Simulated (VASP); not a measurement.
# Rh (P6_3/mmc) in VASP: further runs

Runs on Rh. Level: PBE. Tasks: single point, relaxation of cell and atoms.

All numbers are computed with VASP 6.6.1; they aren't measurements. Logs are shortened: lines on timing, memory, paths and dates and some standing lists are left out, and cuts for length are marked.

## (1) The cell of the first run

It takes space group P6_3/mmc (No. 194, hexagonal). Conventional cell: a = 2.715 Å, b = 2.715 Å, c = 8.824 Å, α = 90.00°, β = 90.00°, γ = 120.00°. Within 3.6 Å of Rh (site symmetry -3m) lie 12 Rh at 2.71 Å. Rh (site symmetry -6m2) has 12 Rh at 2.71 Å within 3.6 Å.

This isn't the form of Rh at room conditions, which is fcc.

## (2) Single point, PBE

INCAR reads:

```
PREC = Accurate
ENCUT = 520
EDIFF = 1E-6
ISMEAR = 0
SIGMA = 0.1
LREAL = False
LASPH = True
NELM = 80
ALGO = Normal
ISIF = 2
LWAVE = False
LCHARG = False
GGA = PE
NBANDS = 38
```

KPOINTS reads:

```
regular mesh
0
Gamma
  9 9 2
```

POSCAR reads:

```
Rh
1.0
    2.7149330439      0.0000000000      0.0000000000
   -1.3574665220      2.3512009856      0.0000000000
    0.0000000000      0.0000000000      8.8243782181
Rh
4
Direct
    0.0000000000      0.0000000000      0.0000000000
    0.3333333333      0.6666666667      0.2500000000
    0.0000000000      0.0000000000      0.5000000000
    0.6666666667      0.3333333333      0.7500000000
```

Potentials or basis: VASP PAW PBE potentials, release 64 (Rh_pv).

Started as:

```bash
cat potpaw_PBE.64/Rh_pv/POTCAR > POTCAR
mpirun -np 1 vasp_std > vasp.out
```

OUTCAR:

```text
PREC = Accurate
   ENCUT = 520
   EDIFF = 1E-6
   ISMEAR = 0
   LREAL = False
   LASPH = True
   NELM = 80
   ISIF = 2
   GGA = PE

 ion  position               nearest neighbor table
   1  0.000  0.000  0.000-   2 2.71   4 2.71   4 2.71   2 2.71   4 2.71   2 2.71
   2  0.333  0.667  0.250-   1 2.71   3 2.71   1 2.71   3 2.71   1 2.71   3 2.71
   3  0.000  0.000  0.500-   2 2.71   4 2.71   4 2.71   2 2.71   4 2.71   2 2.71
   4  0.667  0.333  0.750-   1 2.71   3 2.71   1 2.71   3 2.71   1 2.71   3 2.71

  LATTYP: Found a hexagonal cell.
 ALAT       =     2.7149330439
 C/A-ratio  =     3.2503115456

  Lattice vectors:

 A1 = (   2.7149330439,   0.0000000000,   0.0000000000)
 A2 = (  -1.3574665220,   2.3512009856,   0.0000000000)
 A3 = (   0.0000000000,   0.0000000000,   8.8243782181)

Analysis of symmetry for initial positions (statically):
=====================================================================
 Subroutine PRICEL returns:
 Original cell was already a primitive cell.

 Routine SETGRP: Setting up the symmetry group for a
 hexagonal supercell.

 Subroutine GETGRP returns: Found 24 space group operations
 (whereof 12 operations were pure point group operations)
 out of a pool of 24 trial point group operations.

The static configuration has the point symmetry D_3d.
 The point group associated with its full space group is D_6h.

Analysis of symmetry for dynamics (positions and initial velocities):
=====================================================================
 Subroutine PRICEL returns:
 Original cell was already a primitive cell.

 Routine SETGRP: Setting up the symmetry group for a
 hexagonal supercell.

 Subroutine GETGRP returns: Found 24 space group operations
 (whereof 12 operations were pure point group operations)
 out of a pool of 24 trial point group operations.

The dynamic configuration has the point symmetry D_3d.
 The point group associated with its full space group is D_6h.

 Subroutine INISYM returns: Found 24 space group operations
 (whereof 12 operations are pure point group operations),
 and found     1 'primitive' translations

----------------------------------------------------------------------------------------

                                     Primitive cell

  volume of cell :      56.3291

  direct lattice vectors                    reciprocal lattice vectors
     2.714933044  0.000000000  0.000000000     0.368333209  0.212657277  0.000000000
    -1.357466522  2.351200986  0.000000000     0.000000000  0.425314555  0.000000000
     0.000000000  0.000000000  8.824378218     0.000000000  0.000000000  0.113322432

  length of vectors
     2.714933044  2.714933044  8.824378218     0.425314555  0.425314555  0.113322432

  position of ions in fractional coordinates (direct lattice)
     0.000000000  0.000000000  0.000000000
     0.333333333  0.666666667  0.250000000
     0.000000000  0.000000000  0.500000000
     0.666666667  0.333333333  0.750000000

  ion indices of the primitive-cell ions
   primitive index   ion index
                 1           1
                 2           2
                 3           3
                 4           4

----------------------------------------------------------------------------------------

 KPOINTS: regular mesh

Automatic generation of k-mesh.
 Grid dimensions read from file:
 generate k-points for:    9    9    2

 Generating k-lattice:

  Cartesian coordinates                     Fractional coordinates (reciprocal lattice)
     0.040925912  0.023628586  0.000000000     0.111111111  0.000000000  0.000000000
     0.000000000  0.047257173  0.000000000     0.000000000  0.111111111  0.000000000
     0.000000000  0.000000000  0.056661216     0.000000000  0.000000000  0.500000000

  Length of vectors
     0.047257173  0.047257173  0.056661216

  Shift w.r.t. Gamma in fractional coordinates (k-lattice)
     0.000000000  0.000000000  0.000000000

 Subroutine IBZKPT returns following result:
 ===========================================

 Found     24 irreducible k-points:

 Following reciprocal coordinates:
            Coordinates               Weight
  0.000000  0.000000  0.000000      1.000000
  0.111111 -0.000000  0.000000      6.000000
  0.222222  0.000000  0.000000      6.000000
  0.333333 -0.000000  0.000000      6.000000
  0.444444  0.000000  0.000000      6.000000
  0.111111  0.111111  0.000000      6.000000
[... 16 lines left out ...]
  0.333333  0.222222  0.500000     12.000000
  0.333333  0.333333  0.500000      2.000000
   k-points           NKPTS =     24   k-points in BZ     NKDIM =     24   number of bands    NBANDS=     38
   number of dos      NEDOS =    301   number of ions     NIONS =      4
   total plane-waves  NPLWV =  28000
   dimension x,y,z NGX =    20 NGY =   20 NGZ =   70
   dimension x,y,z NGXF=    40 NGYF=   40 NGZF=  140
   ions per type =               4
   NGX,Y,Z   is equivalent  to a cutoff of  12.25, 12.25, 13.19 a.u.
   NGXF,Y,Z  is equivalent  to a cutoff of  24.49, 24.49, 26.38 a.u.
 SYSTEM =  unknown system
   PREC   = accura    normal or accurate (medium, high low for compatibility)
   ISTART =      0    job   : 0-new  1-cont  2-samecut
   ICHARG =      2    charge: 1-file 2-atom 10-const
   ISPIN  =      1    spin polarized calculation?
   LNONCOLLINEAR =      F non collinear calculations
   LSORBIT =      F    spin-orbit coupling
   LASPH  =      T    aspherical Exc in radial PAW
   ENCUT  =  520.0 eV  38.22 Ry    6.18 a.u.   5.05  5.05 16.41*2*pi/ulx,y,z
   NELM   =     80;   NELMIN=  2; NELMDL= -5     # of ELM steps
   EDIFF  = 0.1E-05   stopping-criterion for ELM
   LREAL  =      F    real-space projection
   EDIFFG = 0.1E-04   stopping-criterion for IOM
   NSW    =      0    number of steps for IOM
   IBRION =     -1    ionic relax: 0-MD 1-quasi-New 2-CG
   NFREE  =      0    steps in history (QN), initial steepest desc. (CG)
   ISIF   =      2    stress and relaxation
   ISYM   =      2    0-nonsym 1-usesym 2-fastsym
   POTIM  = 0.5000    time-step for ionic-motion
   TEBEG  =    0.0;   TEEND  =   0.0 temperature during run
   PSTRESS=    0.0 pullay stress
   NELECT =      60.0000    total number of electrons
   NUPDOWN=      -1.0000    fix difference up-down
   EMIN   =  10.00;   EMAX   =-10.00  energy-range for DOS
   EFERMI =   0.00;   METHOD = LEGACY
   ISMEAR =     0;   SIGMA  =   0.10  broadening in eV -4-tet -1-fermi 0-gaus
   EFERMI_NEDOS =   21; number of points for ismear=-14 and -15
   IALGO  =     38    algorithm
   IMIX   =      4    mixing-type and parameters
     AMIX     =   0.40;   BMIX     =  1.00
     AMIX_MAG =   1.60;   BMIX_MAG =  1.00
  volume/ion in A,a.u.               =      14.08        95.03
  Fermi-wavevector in a.u.,A,eV,Ry     =   1.671915  3.159462 38.032372  2.795300
  Thomas-Fermi vector in A             =   2.757154
   LORBIT       =      0    0 simple, 1 ext, 2 COOP (PROOUT), +10 PAW based schemes
   GGA     = PE    functional components
   LHFCALC =     F    Hartree Fock is set to
   AEXX    =    0.0000 exact exchange contribution
   IVDW    =     0    specifies the selected vdW correction
   LEPSILON=     F    determine dielectric tensor
   LRPA    =     F    only Hartree local field effects (RPA)
 non-spin polarized calculation
 Gauss-broadening in eV      SIGMA  =   0.10
  energy-cutoff  :      520.00
  volume of cell :       56.33
 maximum number of plane-waves:      1545
   NGX = 11   NGY = 11   NGZ = 33

 number of electron      59.9999988 magnetization

 Free energy of the ion-electron system (eV)
  ---------------------------------------------------
  ext. energy  EPLUGINS =         0.00000000
  ---------------------------------------------------
  free energy    TOTEN  =       -28.97994903 eV

  energy without entropy =      -28.95041395  energy(sigma->0) =      -28.96518149

 E-fermi :  11.4820     XC(G=0): -13.8767

 val. band max:       11.4787149104   @ k =   0.2222   0.1111   0.5000
 cond. band min:      11.5033517079   @ k =   0.3333  -0.0000   0.0000
 fundamental gap:      0.0246367975
 Fermi energy:        11.4820219614

 k-point     1 :       0.0000    0.0000    0.0000
  band No.  band energies     occupation
      1     -35.5592      2.00000
      2     -35.2412      2.00000
      3     -35.2067      2.00000
      4     -34.9553      2.00000
      5     -34.9553      2.00000
      6     -34.9269      2.00000
[... 30 lines left out ...]
     37      19.9082      0.00000
     38      25.8741      0.00000

 k-point     2 :       0.1111   -0.0000    0.0000
  band No.  band energies     occupation
      1     -35.5333      2.00000
      2     -35.2465      2.00000
      3     -35.2173      2.00000
      4     -35.0135      2.00000
      5     -34.9738      2.00000
      6     -34.9697      2.00000
[... 30 lines left out ...]
     37      19.8494      0.00000
     38      26.2886      0.00000

 k-point     3 :       0.2222    0.0000    0.0000
  band No.  band energies     occupation
      1     -35.4636      2.00000
      2     -35.2835      2.00000
      3     -35.2821      2.00000
      4     -35.1547      2.00000
      5     -35.0784      2.00000
      6     -35.0210      2.00000
[... 30 lines left out ...]
     37      19.7658      0.00000
     38      25.7293      0.00000

 k-point     4 :       0.3333   -0.0000    0.0000
  band No.  band energies     occupation
      1     -35.4176      2.00000
      2     -35.4146      2.00000
      3     -35.3254      2.00000
      4     -35.3128      2.00000
      5     -35.2429      2.00000
      6     -35.0794      2.00000
[... 30 lines left out ...]
     37      19.7936      0.00000
     38      22.0315      0.00000
[... 703 lines left out ...]
      4     -35.3495      2.00000
      5     -35.1747      2.00000
      6     -35.1747      2.00000
[... 30 lines left out ...]
     37      22.6999      0.00000
     38      22.6999      0.00000

 k-point    23 :       0.3333    0.2222    0.5000
  band No.  band energies     occupation
      1     -35.4168      2.00000
      2     -35.4168      2.00000
      3     -35.3787      2.00000
      4     -35.3787      2.00000
      5     -35.2099      2.00000
      6     -35.2099      2.00000
[... 30 lines left out ...]
     37      20.6832      0.00000
     38      20.6832      0.00000

 k-point    24 :       0.3333    0.3333    0.5000
  band No.  band energies     occupation
      1     -35.3718      2.00000
      2     -35.3718      2.00000
      3     -35.3620      2.00000
      4     -35.3620      2.00000
      5     -35.2517      2.00000
      6     -35.2517      2.00000
[... 30 lines left out ...]
     37      19.0806      0.00000
     38      19.0806      0.00000

------------------------ aborting loop because EDIFF is reached ----------------------------------------

  FORCE on cell =-STRESS in cart. coord.  units (eV):
  Direction    XX          YY          ZZ          XY          YZ          ZX
  --------------------------------------------------------------------------------------
  -------------------------------------------------------------------------------------
  Total       -0.0710003     -0.0710003     -0.0736961      0.0000000     -0.0000000      0.0000000
  in kB       -2.0194726     -2.0194726     -2.0961480      0.0000000     -0.0000000      0.0000000
  external PRESSURE =      -2.0450311 kB  Pullay stress =       0.0000000 kB

 VOLUME and BASIS-vectors are now :
 -----------------------------------------------------------------------------
  energy-cutoff  :      520.00
  volume of cell :       56.33
      direct lattice vectors                 reciprocal lattice vectors
     2.714933044  0.000000000  0.000000000     0.368333209  0.212657277  0.000000000
    -1.357466522  2.351200986  0.000000000     0.000000000  0.425314555  0.000000000
     0.000000000  0.000000000  8.824378218     0.000000000  0.000000000  0.113322432

 POSITION                                       TOTAL-FORCE (eV/Angst)
 -----------------------------------------------------------------------------------
      0.00000      0.00000      0.00000        -0.000000      0.000000      0.000000
     -0.00000      1.56747      2.20609         0.000000      0.000000     -0.000000
      0.00000      0.00000      4.41219        -0.000000      0.000000      0.000000
      1.35747      0.78373      6.61828        -0.000000     -0.000000     -0.000000
 -----------------------------------------------------------------------------------
    total drift:                                0.000000     -0.000000      0.000000

  FREE ENERGIE OF THE ION-ELECTRON SYSTEM (eV)
  ---------------------------------------------------
  free  energy   TOTEN  =       -28.9799490254 eV

  energy  without entropy=      -28.9504139536  energy(sigma->0) =      -28.96518149
```

It took 2.3 min on 1 thread of Intel Xeon 8259CL, shared host; peak memory 0.18 GiB.

What came out:

```yaml
Free_energy: -28.9799 eV
Pressure: -0.2 GPa
Band_gap_on_the_k_mesh: zero (bands 30 and 31 overlap by 1.66 eV)
```

## (3) Relaxation of cell and atoms, PBE

This run uses another cell than the first one, of 13.80 Å³/atom.

INCAR reads:

```
SYSTEM = Rh
PREC = Accurate
ENCUT = 600
EDIFF = 1E-7
ISMEAR = 0
SIGMA = 0.1
LREAL = .False.
LASPH = .True.
NELM = 100
ALGO = Normal
ISIF = 3
LWAVE = .False.
LCHARG = .False.
GGA = PE
IBRION = 2
NSW = 90
EDIFFG = -0.04
```

KPOINTS reads:

```
Automatic mesh
0
Gamma
  9 9 2
  0 0 0
```

POSCAR reads:

```
Rh
1.0
    2.6917446234      0.0000000000      0.0000000000
   -1.3458723117      2.3311192244      0.0000000000
    0.0000000000      0.0000000000      8.7980701300
Rh
4
Direct
    0.0000000000      0.0000000000      0.0000000000
    0.3333333300      0.6666666700      0.2500000000
    0.0000000000      0.0000000000      0.5000000000
    0.6666666700      0.3333333300      0.7500000000
```

Potentials or basis: VASP PAW PBE potentials, release 64 (Rh_pv).

Started as:

```bash
cat potpaw_PBE.64/Rh_pv/POTCAR > POTCAR
mpirun -np 1 vasp_std > vasp.out
```

Wall time 10 min (1 thread of Intel Xeon 8259CL, shared host); peak memory 0.22 GiB.

The run converged. Its results:

| Quantity | Value |
| --- | --- |
| Free energy | -28.9790 eV |
| Relaxed volume | 14.06 Å³/atom |
| Relaxed cell | a = 2.714 Å, b = 2.714 Å, c = 8.816 Å, α = 90.00°, β = 90.00°, γ = 120.00° |
| Space group after relaxing (to 0.1 Å) | P6_3/mmc (No. 194) |
| Energy gained by relaxing | 4.4 meV/atom |
| Ionic steps | 5 |
| Pressure after relaxing | 0.1 GPa |
| Band gap on the k mesh | zero (bands 30 and 31 overlap by 1.67 eV) |

Stress tensor (GPa, compression positive):
```
-0.03  0.00  0.00
 0.00 -0.03  0.00
 0.00  0.00  0.22
```

Step by step:
| step | energy change (eV) | largest force (eV/Å) | pressure (GPa) | volume (Å³) |
| --- | --- | --- | --- | --- |
| 1 | 0.0000 | 0.0000 | 5.12 | 55.21 |
| 2 | 0.0661 | 0.0000 | -10.09 | 58.80 |
| 3 | -0.0173 | 0.0000 | -0.16 | 56.30 |
| 4 | -0.0174 | 0.0000 | -0.07 | 56.28 |
| 5 | -0.0177 | 0.0000 | 0.05 | 56.25 |

Final structure:
```xyz
4
Lattice="2.7144 0.0000 0.0000 -1.3572 2.3507 0.0000 0.0000 0.0000 8.8161" Properties=species:S:1:pos:R:3 pbc="T T T"
Rh    0.0000    0.0000    0.0000
Rh    0.0000    1.5671    2.2040
Rh    0.0000    0.0000    4.4080
Rh    1.3572    0.7836    6.6121
```

Levels at points of the mesh, in eV from the Fermi level:
```
           k point  band 28  band 29  band 30  band 31  band 32  band 33
(0.00, 0.00, 0.00)    -1.40    -1.40    -0.86    -0.86    -0.33    -0.33
(0.00, 0.00, 0.50)    -1.10    -1.10    -1.10    -1.04    -1.04     0.07
```
